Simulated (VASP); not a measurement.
A run of VASP 6.6.1:

INCAR

```
SYSTEM = Ti
PREC = Accurate
ENCUT = 520
EDIFF = 1E-6
ISMEAR = -1
SIGMA = 0.05
LREAL = .False.
LASPH = .True.
NELM = 100
ALGO = Fast
ISIF = 2
LWAVE = .False.
LCHARG = .False.
GGA = PS
NBANDS = 25
```

Contents of KPOINTS:

```
regular mesh
0
Gamma
  7 7 9
  0 0 0
```

File POSCAR:

```
Ti
1.0
    4.6569539421      0.0000000000      0.0000000000
   -2.3284769710      4.0330404181      0.0000000000
    0.0000000000      0.0000000000      2.8816748970
Ti
3
Direct
    0.6666666667      0.3333333333      0.5000000000
    0.3333333333      0.6666666667      0.5000000000
    0.0000000000      0.0000000000      0.0000000000
```

Potentials or basis: VASP PAW PBE potentials, release 64 (Ti_sv).

Command:

```console
$ cat potpaw_PBE.64/Ti_sv/POTCAR > POTCAR
$ mpirun -np 1 vasp_std > vasp.out
```

Hardware: 1 thread of Intel(R) Xeon(R) 6975P-C (Granite Rapids), with other jobs on the host.

Task: Estimate the wall time of this run.

Result: Wall time 75 s on 1 thread of Intel(R) Xeon(R) 6975P-C (Granite Rapids), with other jobs on the host, peak memory 0.19 GiB. Counts: scf iterations 45, k points 40.
